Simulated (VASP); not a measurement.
# MgSe (Fm-3m) in VASP: single point with PBE

Aim: the single point of MgSe with PBE.

Program: VASP 6.6.1. These are calculated values, not measurements. Logs are shortened: lines on timing, memory, paths and dates and some standing lists are left out, and cuts for length are marked.

## (1) The cell of the first run

It takes space group Fm-3m (No. 225, cubic). Conventional cell: a = 5.451 Å, b = 5.451 Å, c = 5.451 Å, α = 90.00°, β = 90.00°, γ = 90.00°. Within 3.6 Å of Se (site symmetry m-3m) lie 6 Mg at 2.73 Å. Mg (site symmetry m-3m) has 6 Se at 2.73 Å within 3.6 Å.

## (2) Single point, PBE

Contents of INCAR:

```
SYSTEM = MgSe
ALGO = Normal
EDIFF = 1E-6
ENCUT = 600
GGA = PE
GGA_COMPAT = .FALSE.
ISIF = 2
ISMEAR = 0
LASPH = .TRUE.
LCHARG = .TRUE.
LELF = .TRUE.
LREAL = .FALSE.
LVHAR = .TRUE.
LWAVE = .FALSE.
NBANDS = 11
NELM = 120
PREC = Accurate
SIGMA = 0.01
```

Contents of KPOINTS:

```
k-points
0
G
  4 4 4
  0 0 0
```

Contents of POSCAR:

```
MgSe
1.0
    0.0000000000      2.7255000000      2.7255000000
    2.7255000000      0.0000000000      2.7255000000
    2.7255000000      2.7255000000      0.0000000000
Se Mg
1 1
Direct
    0.5000000000      0.5000000000      0.5000000000
    0.0000000000      0.0000000000      0.0000000000
```

Potentials or basis: VASP PAW PBE potentials, release 64 (Se, Mg).

Started as:

```sh
$ cat potpaw_PBE.64/Se/POTCAR potpaw_PBE.64/Mg/POTCAR > POTCAR
$ mpirun -np 1 vasp_std > vasp.out
```

OUTCAR:

```text
SYSTEM = MgSe
   EDIFF = 1E-6
   ENCUT = 600
   GGA = PE
   ISIF = 2
   ISMEAR = 0
   LASPH = .TRUE.
   LREAL = .FALSE.
   NELM = 120
   PREC = Accurate

 ion  position               nearest neighbor table
   1  0.500  0.500  0.500-   2 2.73   2 2.73   2 2.73   2 2.73   2 2.73   2 2.73
   2  0.000  0.000  0.000-   1 2.73   1 2.73   1 2.73   1 2.73   1 2.73   1 2.73

  LATTYP: Found a face centered cubic cell.
 ALAT       =     5.4510000000

  Lattice vectors:

 A1 = (   0.0000000000,   2.7255000000,   2.7255000000)
 A2 = (   2.7255000000,   0.0000000000,   2.7255000000)
 A3 = (   2.7255000000,   2.7255000000,   0.0000000000)

Analysis of symmetry for initial positions (statically):
=====================================================================
 Subroutine PRICEL returns:
 Original cell was already a primitive cell.

 Routine SETGRP: Setting up the symmetry group for a
 face centered cubic supercell.

 Subroutine GETGRP returns: Found 48 space group operations
 (whereof 48 operations were pure point group operations)
 out of a pool of 48 trial point group operations.

The static configuration has the point symmetry O_h .

Analysis of symmetry for dynamics (positions and initial velocities):
=====================================================================
 Subroutine PRICEL returns:
 Original cell was already a primitive cell.

 Routine SETGRP: Setting up the symmetry group for a
 face centered cubic supercell.

 Subroutine GETGRP returns: Found 48 space group operations
 (whereof 48 operations were pure point group operations)
 out of a pool of 48 trial point group operations.

The dynamic configuration has the point symmetry O_h .

 Subroutine INISYM returns: Found 48 space group operations
 (whereof 48 operations are pure point group operations),
 and found     1 'primitive' translations

----------------------------------------------------------------------------------------

                                     Primitive cell

  volume of cell :      40.4919

  direct lattice vectors                    reciprocal lattice vectors
     0.000000000  2.725500000  2.725500000    -0.183452578  0.183452578  0.183452578
     2.725500000  0.000000000  2.725500000     0.183452578 -0.183452578  0.183452578
     2.725500000  2.725500000  0.000000000     0.183452578  0.183452578 -0.183452578

  length of vectors
     3.854439064  3.854439064  3.854439064     0.317749185  0.317749185  0.317749185

  position of ions in fractional coordinates (direct lattice)
     0.500000000  0.500000000  0.500000000
     0.000000000  0.000000000  0.000000000

  ion indices of the primitive-cell ions
   primitive index   ion index
                 1           1
                 2           2

----------------------------------------------------------------------------------------

 KPOINTS: k-points

Automatic generation of k-mesh.
 Grid dimensions read from file:
 generate k-points for:    4    4    4

 Generating k-lattice:

  Cartesian coordinates                     Fractional coordinates (reciprocal lattice)
    -0.045863144  0.045863144  0.045863144     0.250000000  0.000000000  0.000000000
     0.045863144 -0.045863144  0.045863144     0.000000000  0.250000000  0.000000000
     0.045863144  0.045863144 -0.045863144     0.000000000  0.000000000  0.250000000

  Length of vectors
     0.079437296  0.079437296  0.079437296

  Shift w.r.t. Gamma in fractional coordinates (k-lattice)
     0.000000000  0.000000000  0.000000000

 Subroutine IBZKPT returns following result:
 ===========================================

 Found      8 irreducible k-points:

 Following reciprocal coordinates:
            Coordinates               Weight
  0.000000  0.000000  0.000000      1.000000
  0.250000  0.000000  0.000000      8.000000
  0.500000  0.000000  0.000000      4.000000
  0.250000  0.250000  0.000000      6.000000
  0.500000  0.250000  0.000000     24.000000
 -0.250000  0.250000  0.000000     12.000000
  0.500000  0.500000  0.000000      3.000000
 -0.250000  0.500000  0.250000      6.000000
   k-points           NKPTS =      8   k-points in BZ     NKDIM =      8   number of bands    NBANDS=     11
   number of dos      NEDOS =    301   number of ions     NIONS =      2
   total plane-waves  NPLWV =  32768
   dimension x,y,z NGX =    32 NGY =   32 NGZ =   32
   dimension x,y,z NGXF=    64 NGYF=   64 NGZF=   64
   ions per type =               1   1
   NGX,Y,Z   is equivalent  to a cutoff of  13.80, 13.80, 13.80 a.u.
   NGXF,Y,Z  is equivalent  to a cutoff of  27.60, 27.60, 27.60 a.u.
 SYSTEM =  MgSe
   PREC   = accura    normal or accurate (medium, high low for compatibility)
   ISTART =      0    job   : 0-new  1-cont  2-samecut
   ICHARG =      2    charge: 1-file 2-atom 10-const
   ISPIN  =      1    spin polarized calculation?
   LNONCOLLINEAR =      F non collinear calculations
   LSORBIT =      F    spin-orbit coupling
   LASPH  =      T    aspherical Exc in radial PAW
   ENCUT  =  600.0 eV  44.10 Ry    6.64 a.u.   7.70  7.70  7.70*2*pi/ulx,y,z
   NELM   =    120;   NELMIN=  2; NELMDL= -5     # of ELM steps
   EDIFF  = 0.1E-05   stopping-criterion for ELM
   LREAL  =      F    real-space projection
   EDIFFG = 0.1E-04   stopping-criterion for IOM
   NSW    =      0    number of steps for IOM
   IBRION =     -1    ionic relax: 0-MD 1-quasi-New 2-CG
   NFREE  =      0    steps in history (QN), initial steepest desc. (CG)
   ISIF   =      2    stress and relaxation
   ISYM   =      2    0-nonsym 1-usesym 2-fastsym
   POTIM  = 0.5000    time-step for ionic-motion
   TEBEG  =    0.0;   TEEND  =   0.0 temperature during run
   PSTRESS=    0.0 pullay stress
   NELECT =       8.0000    total number of electrons
   NUPDOWN=      -1.0000    fix difference up-down
   EMIN   =  10.00;   EMAX   =-10.00  energy-range for DOS
   EFERMI =   0.00;   METHOD = LEGACY
   ISMEAR =     0;   SIGMA  =   0.01  broadening in eV -4-tet -1-fermi 0-gaus
   EFERMI_NEDOS =   21; number of points for ismear=-14 and -15
   IALGO  =     38    algorithm
   IMIX   =      4    mixing-type and parameters
     AMIX     =   0.40;   BMIX     =  1.00
     AMIX_MAG =   1.60;   BMIX_MAG =  1.00
  volume/ion in A,a.u.               =      20.25       136.63
  Fermi-wavevector in a.u.,A,eV,Ry     =   0.953488  1.801831 12.369596  0.909140
  Thomas-Fermi vector in A             =   2.082148
   LORBIT       =      0    0 simple, 1 ext, 2 COOP (PROOUT), +10 PAW based schemes
   GGA     = PE    functional components
   LHFCALC =     F    Hartree Fock is set to
   AEXX    =    0.0000 exact exchange contribution
   IVDW    =     0    specifies the selected vdW correction
   LEPSILON=     F    determine dielectric tensor
   LRPA    =     F    only Hartree local field effects (RPA)
 non-spin polarized calculation
 Gauss-broadening in eV      SIGMA  =   0.01
  energy-cutoff  :      600.00
  volume of cell :       40.49
 maximum number of plane-waves:      1363
 NGX is ok and might be reduce to    32
   NGX = 15   NGY = 15   NGZ = 15

 number of electron       8.0000000 magnetization

 Free energy of the ion-electron system (eV)
  ---------------------------------------------------
  ext. energy  EPLUGINS =         0.00000000
  ---------------------------------------------------
  free energy    TOTEN  =        -7.41289288 eV

  energy without entropy =       -7.41289288  energy(sigma->0) =       -7.41289288

 E-fermi :   3.3084     XC(G=0):  -9.4787

 val. band max:        3.2628192434   @ k =   0.0000   0.0000   0.0000
 cond. band min:       5.0321054619   @ k =   0.5000   0.5000   0.0000
 fundamental gap:      1.7692862185
 Fermi energy:         3.3083986491

 k-point     1 :       0.0000    0.0000    0.0000
  band No.  band energies     occupation
      1      -9.6787      2.00000
      2       3.2628      2.00000
      3       3.2628      2.00000
      4       3.2628      2.00000
      5       5.8456      0.00000
      6      10.6508      0.00000
      7      10.6508      0.00000
      8      10.6508      0.00000
      9      13.2091      0.00000
     10      13.2091      0.00000
     11      14.2219      0.00000

 k-point     2 :       0.2500    0.0000    0.0000
  band No.  band energies     occupation
      1      -9.1873      2.00000
      2       0.2364      2.00000
      3       2.9421      2.00000
      4       2.9421      2.00000
      5       7.3702      0.00000
      6      10.3064      0.00000
      7      10.3064      0.00000
      8      11.0215      0.00000
      9      12.8200      0.00000
     10      12.8200      0.00000
     11      13.2365      0.00000

 k-point     3 :       0.5000    0.0000    0.0000
  band No.  band energies     occupation
      1      -8.5509      2.00000
      2      -1.7053      2.00000
      3       2.6782      2.00000
      4       2.6782      2.00000
      5       7.0715      0.00000
      6       9.3321      0.00000
      7       9.3321      0.00000
      8      11.8612      0.00000
      9      14.7027      0.00000
     10      17.1260      0.00000
     11      17.1260      0.00000

 k-point     4 :       0.2500    0.2500    0.0000
  band No.  band energies     occupation
      1      -9.0324      2.00000
      2       0.5135      2.00000
      3       2.2166      2.00000
      4       2.2166      2.00000
      5       7.2935      0.00000
      6       8.3520      0.00000
      7      10.6823      0.00000
      8      12.8451      0.00000
      9      12.8451      0.00000
     10      14.2100      0.00000
     11      16.6403      0.00000

 k-point     5 :       0.5000    0.2500    0.0000
  band No.  band energies     occupation
      1      -8.4043      2.00000
      2      -0.9250      2.00000
      3       0.9435      2.00000
      4       1.9874      2.00000
      5       6.7637      0.00000
      6       9.5462      0.00000
      7      11.3801      0.00000
      8      11.4726      0.00000
      9      14.8086      0.00000
     10      17.0364      0.00000
     11      17.3940      0.00000

 k-point     6 :      -0.2500    0.2500    0.0000
  band No.  band energies     occupation
      1      -8.6078      2.00000
      2      -0.6282      2.00000
      3       0.8261      2.00000
      4       2.6292      2.00000
      5       8.0427      0.00000
      6      10.0716      0.00000
      7      10.3207      0.00000
      8      10.8180      0.00000
      9      13.0804      0.00000
     10      16.0033      0.00000
     11      16.4584      0.00000

 k-point     7 :       0.5000    0.5000    0.0000
  band No.  band energies     occupation
      1      -8.2267      2.00000
      2      -1.0169      2.00000
      3       1.4685      2.00000
      4       1.4685      2.00000
      5       5.0321      0.00000
      6       7.2003      0.00000
      7      15.0121      0.00000
      8      15.4285      0.00000
      9      15.4285      0.00000
     10      15.8674      0.00000
     11      19.1494      0.00000

 k-point     8 :      -0.2500    0.5000    0.2500
  band No.  band energies     occupation
      1      -8.1914      2.00000
      2      -0.0693      2.00000
      3      -0.0693      2.00000
      4       0.6947      2.00000
      5       7.7810      0.00000
      6      10.2155      0.00000
      7      10.8191      0.00000
      8      10.8191      0.00000
      9      16.3641      0.00000
     10      16.3641      0.00000
     11      18.0252      0.00000

------------------------ aborting loop because EDIFF is reached ----------------------------------------

  FORCE on cell =-STRESS in cart. coord.  units (eV):
  Direction    XX          YY          ZZ          XY          YZ          ZX
  --------------------------------------------------------------------------------------
  -------------------------------------------------------------------------------------
  Total        0.5904379      0.5904379      0.5904379      0.0000000      0.0000000     -0.0000000
  in kB       23.3623369     23.3623369     23.3623369      0.0000000      0.0000000     -0.0000000
  external PRESSURE =      23.3623369 kB  Pullay stress =       0.0000000 kB

 VOLUME and BASIS-vectors are now :
 -----------------------------------------------------------------------------
  energy-cutoff  :      600.00
  volume of cell :       40.49
      direct lattice vectors                 reciprocal lattice vectors
     0.000000000  2.725500000  2.725500000    -0.183452578  0.183452578  0.183452578
     2.725500000  0.000000000  2.725500000     0.183452578 -0.183452578  0.183452578
     2.725500000  2.725500000  0.000000000     0.183452578  0.183452578 -0.183452578

 POSITION                                       TOTAL-FORCE (eV/Angst)
 -----------------------------------------------------------------------------------
      2.72550      2.72550      2.72550        -0.000000      0.000000      0.000000
      0.00000      0.00000      0.00000         0.000000     -0.000000     -0.000000
 -----------------------------------------------------------------------------------
    total drift:                               -0.000000     -0.000000      0.000000

  FREE ENERGIE OF THE ION-ELECTRON SYSTEM (eV)
  ---------------------------------------------------
  free  energy   TOTEN  =        -7.4128928831 eV

  energy  without entropy=       -7.4128928831  energy(sigma->0) =       -7.41289288
```

Run time: 10 s. Hardware: 1 thread of Intel Xeon Platinum 8375C at 2.90GHz (Ice Lake), shared host; peak memory 0.17 GiB.

What came out:

* Free energy: -7.4129 eV
* Pressure: 2.3 GPa
* Band gap on the k mesh: 1.77 eV (least direct gap 2.58 eV)

Levels at points of the mesh, in eV from the valence-band top:
```csv
k point,band 2,band 3,band 4,band 5,band 6,band 7
"(0.00, 0.00, 0.00)",0.00,0.00,0.00,2.58,7.39,7.39
"(0.50, 0.00, 0.00)",-4.97,-0.58,-0.58,3.81,6.07,6.07
"(0.50, 0.50, 0.00)",-4.28,-1.79,-1.79,1.77,3.94,11.75
```

Caveat: the k points lie up to 0.50 Å⁻¹ apart. A k mesh can miss the band edges.
